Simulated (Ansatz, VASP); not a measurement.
**One calculation of Li2B, two programs**

INCAR

```
  PREC = Accurate
  ENCUT = 600
  EDIFF = 1E-7
  ISMEAR = 0
  SIGMA = 0.1
  LREAL = F
  LASPH = T
  NELM = 80
  ALGO = Fast
  ISIF = 3
  LWAVE = F
  LCHARG = F
  GGA = PE
  IBRION = 2
  NSW = 100
  EDIFFG = -0.01
```

KPOINTS

```
regular mesh
0
Gamma
  12 12 22
```

The input POSCAR:

```
Li2B
1.0
    3.8873704117      0.0000000000      0.0000000000
   -1.9436852059      3.3665615305      0.0000000000
    0.0000000000      0.0000000000      2.0750649713
Li B
2 1
Direct
    0.3333333333      0.6666666667      0.5000000000
    0.6666666667      0.3333333333      0.5000000000
    0.0000000000      0.0000000000      0.0000000000
```

Input for Ansatz:

```yaml
crystal:
  lattice:
    - [3.8873704117, 0.0, 0.0]
    - [-1.9436852059, 3.3665615305, 0.0]
    - [0.0, 0.0, 2.0750649713]
  atoms:
    - { symbol: Li, position: [0.3333333333, 0.6666666667, 0.5] }
    - { symbol: Li, position: [0.6666666667, 0.3333333333, 0.5] }
    - { symbol: B, position: [0.0, 0.0, 0.0] }
basis:
  ecutwfc: 420
kpoints:
  mp_grid: { grid: [12, 12, 22] }
hamiltonian:
  xc: pbe
scf:
  occupations: { method: gaussian, width: 0.1 }
output:
  forces: true
  stress: true
  eigenvalues: true
relax:
  adjacent_minimum: "off"
  f_tol: 0.01
  max_steps: 80
  cell: { stress_tol: 0.05 }
```

Change from the starting cell: species swapped into the TmSi2 type (P6/mmm, No. 191).

Alike in both runs: task relaxation of cell and atoms; functional PBE; k mesh 12 × 12 × 22; occupations gaussian, width 0.1 eV; no spin polarisation.

|  | VASP | Ansatz |
| --- | --- | --- |
| version | VASP 6.6.1 | Ansatz 0.2.0 |
| potentials or method | VASP PAW PBE potentials, release 64 (Li_sv, B), cutoff 600 eV | scalar-relativistic, plane waves, PAW |
| valence electrons in the cell | 9 | 9 |

|  | VASP | Ansatz | Ansatz less VASP |
| --- | --- | --- | --- |
| gap on the k mesh at the Fermi level, each at its own relaxed structure (eV) | none | none | - |
| relaxed volume (Å³/atom) | 8.86 | 8.88 | +0.022 |
| relaxed cell length with the largest relative difference (Å) | 3.866 | 3.870 | +0.0041 |

A gap of «none» marks a metal or a gap that the smearing closes.

Noted on VASP's run: the cutoff is short for stress, so the pressure is rough.
